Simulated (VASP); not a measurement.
Input of a VASP 6.6.1 run:

The input INCAR:

```
SYSTEM = LiCl
ALGO = Normal ; EDIFF = 1E-7
ENCUT = 520 ; GGA = PE
ISIF = 2 ; ISMEAR = 0
LASPH = .True. ; LCHARG = .True.
LELF = .True. ; LREAL = .False.
LVHAR = .True. ; LWAVE = .False.
NBANDS = 30 ; NELM = 80
PREC = Accurate ; SIGMA = 0.02
```

The input KPOINTS:

```
k-points
0
Gamma
  4 4 6
  0 0 0
```

The input POSCAR:

```
LiCl
1.0
    6.5591064849      0.0000000000      0.0000000000
    0.0000000000      6.5591064849      0.0000000000
    0.0000000000      0.0000000000      3.5104866072
Li Cl
4 4
Direct
    0.6614830212      0.6614830212      0.5000000000
    0.1614830212      0.8385169788      0.2500000000
    0.3385169788      0.3385169788      0.0000000000
    0.8385169788      0.1614830212      0.7500000000
    0.8282804733      0.8282804733      0.0000000000
    0.3282804733      0.6717195267      0.7500000000
    0.1717195267      0.1717195267      0.5000000000
    0.6717195267      0.3282804733      0.2500000000
```

Potentials or basis: VASP PAW PBE potentials, release 64 (Li_sv, Cl).

Launch:

```console
$ cat potpaw_PBE.64/Li_sv/POTCAR potpaw_PBE.64/Cl/POTCAR > POTCAR
$ mpirun -np 1 vasp_std > vasp.out
```

Q: Estimate the band gap on the k mesh.

A: 5.98 eV, indirect (least direct gap 6.06 eV).

Q: Predict the largest force.

A: 0.007 eV/Å.

Forces in eV/Å, atoms in the order of the input:
```
Li  -0.003 -0.003  0.000
Li  -0.003  0.003  0.000
Li   0.003  0.003  0.000
Li   0.003 -0.003  0.000
Cl   0.005  0.005  0.000
Cl   0.005 -0.005  0.000
Cl  -0.005 -0.005  0.000
Cl  -0.005  0.005  0.000
```

 A k mesh can miss the band edges.
